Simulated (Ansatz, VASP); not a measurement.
## One calculation of Li2Pd, two programs

INCAR

```
  ALGO = Normal
  EDIFF = 1E-8
  ENCUT = 520
  GGA = CA
  ISIF = 2
  ISMEAR = -1
  LASPH = T
  LCHARG = F
  LEFG = T
  LREAL = F
  LWAVE = F
  NBANDS = 15
  NELM = 60
  PREC = Accurate
  SIGMA = 0.08
```

KPOINTS

```
k-points
0
Gamma
  11 11 15
```

File POSCAR:

```
Li2Pd
1.0
    4.2267001844      0.0000000000      0.0000000000
   -2.1133500922      3.6604297339      0.0000000000
    0.0000000000      0.0000000000      2.7045810000
Li Pd
2 1
Direct
    0.3333333333      0.6666666667      0.5000000000
    0.6666666667      0.3333333333      0.5000000000
    0.0000000000      0.0000000000      0.0000000000
```

Input for Ansatz:

```yaml
crystal:
  lattice:
    - [4.2267001844, 0.0, 0.0]
    - [-2.1133500922, 3.6604297339, 0.0]
    - [0.0, 0.0, 2.704581]
  atoms:
    - { symbol: Li, position: [0.3333333333, 0.6666666667, 0.5] }
    - { symbol: Li, position: [0.6666666667, 0.3333333333, 0.5] }
    - { symbol: Pd, position: [0.0, 0.0, 0.0] }
kpoints:
  mp_grid: { grid: [11, 11, 15] }
scf:
  occupations: { method: fermi_dirac, width: 0.08 }
hamiltonian:
  xc: lda
  pseudopotentials: { kind: paw }
output:
  forces: true
  stress: true
  eigenvalues: true
  efg: { contact_densities: true }
```

Change from the starting cell: zz strain of -1 %, PAW files.

Alike in both runs: task electric field gradients; functional LDA; k mesh 11 × 11 × 15; occupations fermi-dirac, width 0.08 eV; no spin polarisation.

```csv
,VASP,Ansatz
version,VASP 6.6.1,Ansatz 0.2.0
potentials or method,"VASP PAW LDA potentials, release 64 (Li_sv, Pd)","PAW with Ansatz's default frozen-core files, scalar-relativistic"
plane-wave cutoff (eV),520,420
valence electrons in the cell,16,24
```

|  | VASP | Ansatz | Ansatz less VASP |
| --- | --- | --- | --- |
| size of Vzz on the site where it differs most (V/Å²) | 83.7 | 78.1 | -5.60 |

LDA's correlation is that of Perdew and Zunger in VASP and of Perdew and Wang (1992) in Ansatz. VASP's potentials hold 16 valence electrons a cell and Ansatz's 24, so a difference there can come from the potentials and not from the codes.

Noted on VASP's run: the cutoff is short for stress, so the pressure is rough.
